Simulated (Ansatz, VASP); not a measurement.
InAs in VASP and in Ansatz

Contents of INCAR:

```
ALGO     = Normal         # electronic algorithm
EDIFF    = 1E-6           # SCF threshold, eV
ENCUT    = 500            # plane-wave cutoff, eV
GGA      = PE             # functional
GGA_COMPAT= F            
ISIF     = 2              # what is computed and relaxed
ISMEAR   = -1             # smearing method
LASPH    = T              # aspherical terms in the spheres
LCHARG   = F              # write CHGCAR
LREAL    = F              # projectors in reciprocal space
LWAVE    = F              # write WAVECAR
NBANDS   = 16             # bands
NELM     = 120            # most SCF steps
PREC     = Accurate       # precision mode
SIGMA    = 0.08           # smearing width, eV
```

Contents of KPOINTS:

```
k-points
0
Gamma
  10 10 10
```

Contents of POSCAR:

```
InAs
1.0
    0.0000000000      2.9831301251      2.9831301251
    2.9831301251      0.0000000000      2.9831301251
    2.9831301251      2.9831301251      0.0000000000
In As
1 1
Direct
    0.0000000000      0.0000000000      0.0000000000
    0.7500000000      0.7500000000      0.7500000000
```

Input for Ansatz:

```yaml
crystal:
  lattice:
    - [0.0, 2.9831301251, 2.9831301251]
    - [2.9831301251, 0.0, 2.9831301251]
    - [2.9831301251, 2.9831301251, 0.0]
  atoms:
    - { symbol: In, position: [0.0, 0.0, 0.0] }
    - { symbol: As, position: [0.75, 0.75, 0.75] }
kpoints:
  mp_grid: { grid: [10, 10, 10] }
scf:
  occupations: { method: fermi_dirac, width: 0.08 }
hamiltonian:
  xc: pbe
  pseudopotentials: { kind: all_electron, lapw: { basis_error: 0.0005 } }
output:
  forces: true
  stress: true
  eigenvalues: true
```

Change from the starting cell: volume scaled by 0.96.

Alike in both runs: task single point; functional PBE; k mesh 10 × 10 × 10; occupations fermi-dirac, width 0.08 eV; no spin polarisation.

|  | VASP | Ansatz |
| --- | --- | --- |
| version | VASP 6.6.1 | Ansatz 0.2.0 |
| potentials or method | VASP PAW PBE potentials, release 64 (In_d, As), cutoff 500 eV | all-electron LAPW, scalar-relativistic |

```csv
,VASP,Ansatz,Ansatz less VASP
pressure (GPa),6.9,6.8,-0.07
```

Ansatz ran all-electron here, and VASP with PAW potentials.
